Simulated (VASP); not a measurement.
Crystal: GaP.

```
Ga P
1.0
     0.00000    2.72540    2.64364
     2.72540    0.00000    2.64364
     2.72540    2.72540    0.00000
Ga P
1 1
Direct
  0.00000 0.00000 0.00000
  0.25000 0.25000 0.25000
```

This cell differs from its parent crystal: uniaxial z strain -3.0%.

Base run:

```yaml
Program: VASP 6.6.1
Functional: r2SCAN
Potentials_or_basis: VASP PAW PBE potentials, release 64 (Ga_d, P)
Cutoff: 520 eV
k_mesh: 8 × 8 × 8
Occupations: gaussian, width 0.01 eV
Spin: no spin polarisation
```

Its results: band gap on the k mesh 1.54 eV, indirect (least direct gap 2.49 eV); pressure 2.8 GPa.

Problem. The run is repeated on the same cell with these changes: functional from r2SCAN to PBE; k mesh from 8 × 8 × 8 to 4 × 4 × 4. What comes out?

Solution. Band gap on the k mesh 1.31 eV, indirect (least direct gap 1.95 eV); pressure 5.8 GPa.

Several settings changed at once, so the effect can't be laid on one alone.

Caveats: some runs use coarse meshes; the PAW data sets were made with another functional, which shifts forces and pressure a little (some runs).

A k mesh can miss the band edges.
